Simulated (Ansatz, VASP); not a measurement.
## Two plane-wave programs on Ca

INCAR

```
SYSTEM = Ca
ALGO = Fast ; DIPOL = 0.5 0.5 0.500
EDIFF = 1E-6 ; ENCUT = 520
IDIPOL = 3 ; ISIF = 2
ISMEAR = 0 ; LASPH = .True.
LCHARG = .True. ; LDIPOL = .True.
LELF = .True. ; LREAL = .False.
LVACPOTAV = .True. ; LVHAR = .True.
LWAVE = .False. ; NBANDS = 33
NELM = 100 ; PREC = Accurate
SIGMA = 0.1
```

KPOINTS

```
k-points
0
Gamma
  9 9 1
  0 0 0
```

The input POSCAR:

```
Ca
1.0
    3.7750735677      0.0000000000      0.0000000000
   -1.8875367839      3.2693096108      0.0000000000
    0.0000000000      0.0000000000     27.3293386431
Ca
5
Direct
    0.6666666667      0.3333333333      0.2744303511
    0.3333333333      0.6666666667      0.3872151756
    0.0000000000      0.0000000000      0.5000000000
    0.6666666667      0.3333333333      0.6127848244
    0.3333333333      0.6666666667      0.7255696489
```

Input for Ansatz:

```yaml
crystal:
  lattice:
    - [3.7750735677, 0.0, 0.0]
    - [-1.8875367839, 3.2693096108, 0.0]
    - [0.0, 0.0, 27.3293386431]
  atoms:
    - { symbol: Ca, position: [0.6666666667, 0.3333333333, 0.2744303511] }
    - { symbol: Ca, position: [0.3333333333, 0.6666666667, 0.3872151756] }
    - { symbol: Ca, position: [0.0, 0.0, 0.5] }
    - { symbol: Ca, position: [0.6666666667, 0.3333333333, 0.6127848244] }
    - { symbol: Ca, position: [0.3333333333, 0.6666666667, 0.7255696489] }
basis:
  ecutwfc: 420
kpoints:
  mp_grid: { grid: [9, 9, 1] }
hamiltonian:
  xc: lda
scf:
  occupations: { method: gaussian, width: 0.1 }
output:
  forces: true
  stress: true
  eigenvalues: true
  write_density: true
  write_potential: true
  elf: true
  volumetric_format: npy
efield:
  axis: 3
  dipole_correction: true
```

Alike in both runs: task single point; functional LDA; k mesh 9 × 9 × 1; occupations gaussian, width 0.1 eV; no spin polarisation.

|  | VASP | Ansatz |
| --- | --- | --- |
| version | VASP 6.6.1 | Ansatz 0.2.0 |
| potentials or method | VASP PAW LDA potentials, release 64 (Ca_sv), cutoff 520 eV | scalar-relativistic, plane waves, PAW |
| valence electrons in the cell | 50 | 50 |

VASP gave:

| Item | Value |
| --- | --- |
| gap on the k mesh at the Fermi level (eV) | none |
| rms of the force components (eV/Å) | 0.040 |
| work function, face that differs most (eV) | 3.08 |

Task: What did Ansatz give for the same quantities?

Result: gap on the k mesh at the Fermi level (eV): none; rms of the force components (eV/Å): 0.041; work function, face that differs most (eV): 3.08.

LDA's correlation is that of Perdew and Zunger in VASP and of Perdew and Wang (1992) in Ansatz. Atom by atom the forces differ by 0.001 eV/Å (rms over components). A gap of «none» marks a metal or a gap that the smearing closes. Ansatz's warnings: vacuum density over bound.
